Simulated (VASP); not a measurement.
Runs of VASP 6.6.1 on La. The structure is that of space group P6_3/mmc (No. 194), or close to it. The cells are those of the table. 

| cell | k mesh | smearing | gap on the mesh (eV) | pressure (GPa) |
| --- | --- | --- | --- | --- |
| a = 3.787, b = 3.787, c = 12.062 Å, angles 90.0, 90.0, 120.0°, 4 atoms | 10 × 10 × 3 | gaussian 0.3 eV | none | 0.1 |
| a = 3.837, b = 3.837, c = 12.221 Å, angles 90.0, 90.0, 120.0°, 4 atoms | 13 × 13 × 4 | fermi-dirac 0.1 eV | none | (a) |
| a = 3.787, b = 3.787, c = 12.062 Å, angles 90.0, 90.0, 120.0°, 4 atoms | 10 × 10 × 3 | gaussian 0.2 eV | none | 0.0 |
| a = 3.787, b = 3.787, c = 12.062 Å, angles 90.0, 90.0, 120.0°, 4 atoms | 10 × 10 × 3 | gaussian 0.03 eV | none | 0.1 |
| a = 3.787, b = 3.787, c = 12.062 Å, angles 90.0, 90.0, 120.0°, 4 atoms | 10 × 10 × 3 | gaussian 0.01 eV | none | 0.1 |
| a = 3.886, b = 3.886, c = 12.376 Å, angles 90.0, 90.0, 120.0°, 4 atoms | 13 × 13 × 4 | fermi-dirac 0.1 eV | none | -1.6 |
| a = 3.787, b = 3.787, c = 12.062 Å, angles 90.0, 90.0, 120.0°, 4 atoms | 10 × 10 × 3 | gaussian 0.1 eV | none | 0.0 |

Alike in all rows: task single point; level r2SCAN; potentials or basis VASP PAW PBE potentials, release 64 (La); no spin polarisation; cutoff (eV) 520.

Q: Fill in the values left out.

A: (a) -0.8.

Caveats: the PAW data sets were made with another functional, which shifts forces and pressure a little; spin-orbit coupling is left out, which moves the levels of the heavy elements; so wide a smearing shifts energies and pressures (at least some runs).

A k mesh can miss the band edges, and the runs leave out spin-orbit coupling on La.

A gap of «none» marks levels without a gap at the run's occupations.
